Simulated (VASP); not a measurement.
Write the native input for VASP 6.6.1 that does the following.

```yaml
Task: single point
Functional: r2SCAN
Potentials_or_basis: VASP PAW PBE potentials, release 64 (Ca_sv, O)
Cutoff: 520 eV
k_mesh: 10 × 10 × 10
Occupations: gaussian, width 0.01 eV
Spin: no spin polarisation
Dipole_correction: no
Further_INCAR_settings: ALGO = Normal; EDIFF = 1e-06; NBANDS = 15
```

The system is CaO.

```xyz
2
Lattice="-0.0756 2.3939 2.3939 2.3939 -0.0756 2.3939 2.3939 2.3939 -0.0756" Properties=species:S:1:pos:R:3 pbc="T T T"
Ca    0.0000    0.0000    0.0000
O     2.3561    2.3561    2.3561
```

This cell differs from its parent crystal: epitaxial 111 strain +3.0%.

These files were run (other wordings do the same):

POSCAR

```
CaO
1.0
   -0.0755630943      2.3939135227      2.3939135227
    2.3939135227     -0.0755630943      2.3939135227
    2.3939135227      2.3939135227     -0.0755630943
Ca O
1 1
Direct
    0.0000000000      0.0000000000      0.0000000000
    0.5000000000      0.5000000000      0.5000000000
```

INCAR.step1

```
PREC = Accurate ; ENCUT = 520
ISMEAR = 0 ; SIGMA = 0.01
LREAL = False ; LASPH = True
NELM = 100 ; NBANDS = 15
GGA = PE ; ALGO = Normal
EDIFF = 1E-4 ; LWAVE = True
LCHARG = False
```

INCAR.step2

```
PREC = Accurate ; ENCUT = 520
EDIFF = 1E-6 ; ISMEAR = 0
SIGMA = 0.01 ; LREAL = False
LASPH = True ; NELM = 100
ALGO = Normal ; ISIF = 2
LWAVE = False ; LCHARG = True
METAGGA = R2SCAN ; LMIXTAU = True
LELF = True ; LVHAR = True
NBANDS = 15 ; ISTART = 1
```

KPOINTS

```
regular mesh
0
Gamma
  10 10 10
```

Potentials or basis: VASP PAW PBE potentials, release 64 (Ca_sv, O).

Command:

```bash
$ cat potpaw_PBE.64/Ca_sv/POTCAR potpaw_PBE.64/O/POTCAR > POTCAR
$ cp INCAR.step1 INCAR
$ mpirun -np 1 vasp_std > vasp.out
$ cp INCAR.step2 INCAR
$ mpirun -np 1 vasp_std > vasp.out
```

Results of the run:

The pressure is -3.7 GPa and the band gap on the k mesh is 4.08 eV (least direct gap 4.49 eV).

Caveat: the cell differs from its parent crystal (epitaxial 111 strain +3.0%); the cell stands under tension; the PAW data sets were made with another functional, which shifts forces and pressure a little.

Wall time 5.8 min on 1 thread of Oxide Virtual Turin-like Processor, on a shared host, peak memory 0.17 GiB.
